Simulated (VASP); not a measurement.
GaN, 4 atoms in the cell. The structure is hexagonal, space group P6_3mc (No. 186). Conventional cell: a = 3.180 Å, b = 3.180 Å, c = 5.166 Å, α = 90.00°, β = 90.00°, γ = 120.00°. Within 2.6 Å of Ga (site symmetry 3m) lie 4 N at 1.94 to 1.95 Å. Within 2.6 Å of N (site symmetry 3m) lie 4 Ga at 1.94 to 1.95 Å. 

```yaml
Program: VASP 6.6.1
Task: single point
Functional: LDA
Potentials_or_basis: VASP PAW LDA potentials, release 64 (Ga_d, N)
Cutoff: 520 eV
k_mesh: 6 × 6 × 4
Occupations: gaussian, width 0.01 eV
Spin: no spin polarisation
Dipole_correction: no
Further_INCAR_settings: ALGO = Normal; EDIFF = 1e-06; NBANDS = 26
```

Potentials or basis: VASP PAW LDA potentials, release 64 (Ga_d, N).

The run is started by

```sh
$ cat potpaw_LDA.64/Ga_d/POTCAR potpaw_LDA.64/N/POTCAR > POTCAR
$ mpirun -np 1 vasp_std > vasp.out
```

Hardware: 1 thread of Intel(R) Xeon(R) Platinum 8488C (Sapphire Rapids) (shared host).

Estimate the wall time of this run.

Run time: 15 s on 1 thread of Intel(R) Xeon(R) Platinum 8488C (Sapphire Rapids), on a shared host, peak memory 0.15 GiB. Counts: scf iterations 19, k points 21.
